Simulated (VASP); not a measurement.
Here is a VASP 6.6.1 calculation.

File POSCAR:

```
RbBr
1.0
    4.1242532581     -0.1187784938      0.0000000000
   -0.1187784938      4.1242532581      0.0000000000
    0.0000000000      0.0000000000      4.1242532581
Rb Br
1 1
Direct
    0.0000000000      0.0000000000      0.0000000000
    0.5000000000      0.5000000000      0.5000000000
```

File INCAR.step1:

```
PREC = Accurate
ENCUT = 520
ISMEAR = 0
SIGMA = 0.01
LREAL = False
LASPH = True
NELM = 100
NBANDS = 15
GGA = PE
ALGO = Normal
EDIFF = 1E-4
LWAVE = True
LCHARG = False
```

The input INCAR.step2:

```
PREC = Accurate
ENCUT = 520
EDIFF = 1E-6
ISMEAR = 0
SIGMA = 0.01
LREAL = False
LASPH = True
NELM = 100
ALGO = Normal
ISIF = 2
LWAVE = False
LCHARG = True
METAGGA = R2SCAN
LMIXTAU = True
LELF = True
LVHAR = True
NBANDS = 15
ISTART = 1
```

KPOINTS

```
Automatic mesh
0
Gamma
  6 6 6
```

Potentials or basis: VASP PAW PBE potentials, release 64 (Rb_sv, Br).

Launch:

```bash
$ cat potpaw_PBE.64/Rb_sv/POTCAR potpaw_PBE.64/Br/POTCAR > POTCAR
$ cp INCAR.step1 INCAR
$ mpirun -np 1 vasp_std > vasp.out
$ cp INCAR.step2 INCAR
$ mpirun -np 1 vasp_std > vasp.out
```

Question: Predict the pressure.

Answer: 0.2 GPa.

Question: Predict the band gap on the k mesh.

Answer: 4.84 eV, indirect (least direct gap 4.98 eV).

Stress tensor (GPa, compression positive):
```
0.16 0.45 0.00
0.45 0.16 0.00
0.00 0.00 0.18
```

Caveat: the cell differs from its parent crystal (shear xy strain -5.8%); the PAW data sets were made with another functional, which shifts forces and pressure a little. A k mesh can miss the band edges.
